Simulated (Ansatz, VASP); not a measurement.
**Two plane-wave programs on Cd4TeO3**

```
Cd Te O
1.0
     8.66425    0.00000    0.00000
     0.00000    8.66425    0.00000
     0.00000    0.00000    4.12027
Cd Te O
4 1 3
Cartesian
  2.9307 0.0000 2.0601
  5.7335 0.0000 2.0601
  0.0000 2.9307 2.0601
  0.0000 5.7335 2.0601
  0.0000 0.0000 2.0601
  4.3321 4.3321 2.6896
  4.3321 4.3321 1.4307
  0.0000 0.0000 0.0000
```

Alike in both runs: functional PBE; k mesh 2 × 2 × 3; occupations gaussian, width 0.15 eV; no spin polarisation.

Ansatz relaxed the structure, and its values are those at the end. VASP's run is a single point on that final structure, the one shown.

|  | VASP | Ansatz |
| --- | --- | --- |
| version | VASP 6.6.1 | Ansatz 0.2.0 |
| potentials or method | VASP PAW PBE potentials, release 64 (Cd, Te, O), cutoff 520 eV | scalar-relativistic, plane waves, PAW |
| valence electrons in the cell | 72 | 114 |

Ansatz gave:

- gap on the k mesh at the Fermi level (eV): none
- pressure (GPa): 0.5
- rms of the force components (eV/Å): 0.022

**Question.** Which values does VASP return?

**Answer.** gap on the k mesh at the Fermi level (eV): none; pressure (GPa): 0.7; rms of the force components (eV/Å): 0.251.

A gap of «none» marks a metal or a gap that the smearing closes. One of these differences is far larger than is usual between the two programs; its cause wasn't traced. The functional is the same, so the differences come from potentials, cutoffs and numerics. VASP's potentials hold 72 valence electrons a cell and Ansatz's 114, so a difference there can come from the potentials and not from the codes.

The k mesh is coarse, so the values compare programs but aren't converged. Neither program's run includes spin-orbit coupling. Noted on VASP's run: the standard files for N, O and F lose accuracy on very short bonds.
